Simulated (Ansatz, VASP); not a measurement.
Ni in VASP and in Ansatz

File INCAR:

```
SYSTEM = Ni
PREC = Accurate
ENCUT = 520
EDIFF = 1E-6
ISMEAR = 0
SIGMA = 0.1
LREAL = .False.
LASPH = .True.
NELM = 150
ALGO = Normal
ISIF = 2
LWAVE = .False.
LCHARG = .False.
ISPIN = 2
MAGMOM = 2
LORBIT = 11
LMAXMIX = 4
GGA = PE
NBANDS = 15
```

KPOINTS

```
regular mesh
0
Gamma
  8 8 8
  0 0 0
```

Contents of POSCAR:

```
Ni
1.0
    0.0000000000      1.7679500000      1.7679500000
    1.7679500000      0.0000000000      1.7679500000
    1.7679500000      1.7679500000      0.0000000000
Ni
1
Direct
    0.0000000000      0.0000000000      0.0000000000
```

Input for Ansatz:

```yaml
crystal:
  lattice:
    - [0.0, 1.76795, 1.76795]
    - [1.76795, 0.0, 1.76795]
    - [1.76795, 1.76795, 0.0]
  atoms:
    - { symbol: Ni, position: [0.0, 0.0, 0.0], spin: 2.0 }
basis:
  ecutwfc: 420
kpoints:
  mp_grid: { grid: [8, 8, 8] }
hamiltonian:
  xc: pbe
scf:
  occupations: { method: gaussian, width: 0.1 }
  lower_state_search: "off"
output:
  forces: true
  stress: true
  eigenvalues: true
  populations: true
magnetization:
  spin_polarized: true
```

Alike in both runs: task single point; functional PBE; k mesh 8 × 8 × 8; occupations gaussian, width 0.1 eV; collinear spin.

|  | VASP | Ansatz |
| --- | --- | --- |
| version | VASP 6.6.1 | Ansatz 0.2.0 |
| potentials or method | VASP PAW PBE potentials, release 64 (Ni), cutoff 520 eV | scalar-relativistic, plane waves, PAW |
| valence electrons in the cell | 10 | 18 |

VASP gave:

- gap on the k mesh at the Fermi level (eV): none
- pressure (GPa): -2.5
- net moment per atom (μB): 0.70
- size of the moment on the site where the two differ most (μB): 0.71

Question: What did Ansatz give for the same quantities?

Answer: gap on the k mesh at the Fermi level (eV): none; pressure (GPa): -2.6; net moment per atom (μB): 0.70; size of the moment on the site where the two differ most (μB): 0.74.

Site moments also hang on the region over which each program counts them. A gap of «none» marks a metal or a gap that the smearing closes. VASP's potentials hold 10 valence electrons a cell and Ansatz's 18, so a difference there can come from the potentials and not from the codes.

The k mesh is coarse, so the values compare programs but aren't converged.
